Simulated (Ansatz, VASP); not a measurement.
## One calculation of C, two programs

Contents of INCAR:

```
SYSTEM = C
ALGO     = Normal         ! electronic algorithm
EDIFF    = 1E-7           ! SCF threshold, eV
EDIFFG   = -0.05          ! ionic threshold
ENCUT    = 600            ! plane-wave cutoff, eV
GGA_COMPAT= .False.      
IBRION   = 2              ! ionic algorithm
ISIF     = 3              ! what is computed and relaxed
ISMEAR   = 0              ! smearing method
LASPH    = .True.         ! aspherical terms in the spheres
LCHARG   = .False.        ! write CHGCAR
LREAL    = .False.        ! projectors in reciprocal space
LWAVE    = .False.        ! write WAVECAR
NELM     = 120            ! most SCF steps
NELMIN   = 4            
NSW      = 100            ! ionic steps
PREC     = Accurate       ! precision mode
SIGMA    = 0.1            ! smearing width, eV
```

File KPOINTS:

```
k-points
0
Gamma
  10 10 10
  0 0 0
```

File POSCAR:

```
C
1.0
    0.0000000000      1.7834000000      1.7834000000
    1.7834000000      0.0000000000      1.7834000000
    1.7834000000      1.7834000000      0.0000000000
C
2
Direct
    0.5000000000      0.5000000000      0.5000000000
    0.7500000000      0.7500000000      0.7500000000
```

Input for Ansatz:

```yaml
crystal:
  lattice:
    - [0.0, 1.7834, 1.7834]
    - [1.7834, 0.0, 1.7834]
    - [1.7834, 1.7834, 0.0]
  atoms:
    - { symbol: C, position: [0.5, 0.5, 0.5] }
    - { symbol: C, position: [0.75, 0.75, 0.75] }
basis:
  ecutwfc: 420
kpoints:
  mp_grid: { grid: [10, 10, 10] }
hamiltonian:
  xc: lda
  pseudopotentials: { kind: paw, azcp: { folder: soft_1 } }
scf:
  occupations: { method: gaussian, width: 0.1 }
output:
  forces: true
  stress: true
  eigenvalues: true
relax:
  adjacent_minimum: "off"
  f_tol: 0.05
  max_steps: 80
  cell: { stress_tol: 0.5 }
```

Alike in both runs: task relaxation of cell and atoms; functional LDA; k mesh 10 × 10 × 10; occupations gaussian, width 0.1 eV; no spin polarisation.

```csv
,VASP,Ansatz
version,VASP 6.6.1,Ansatz 0.2.0
potentials or method,"VASP PAW LDA potentials, release 64 (C), cutoff 600 eV","scalar-relativistic, plane waves, PAW"
valence electrons in the cell,8,8
```

```tsv
	VASP	Ansatz	Ansatz less VASP
gap on the k mesh at the Fermi level, each at its own relaxed structure (eV)	4.20	4.21	+0.012
relaxed volume (Å³/atom)	5.52	5.51	-0.011
relaxed cell length with the largest relative difference (Å)	2.499	2.497	-0.0017
```

Ansatz warns that its potentials were made for another functional, while VASP's fit it. LDA's correlation is that of Perdew and Zunger in VASP and of Perdew and Wang (1992) in Ansatz.
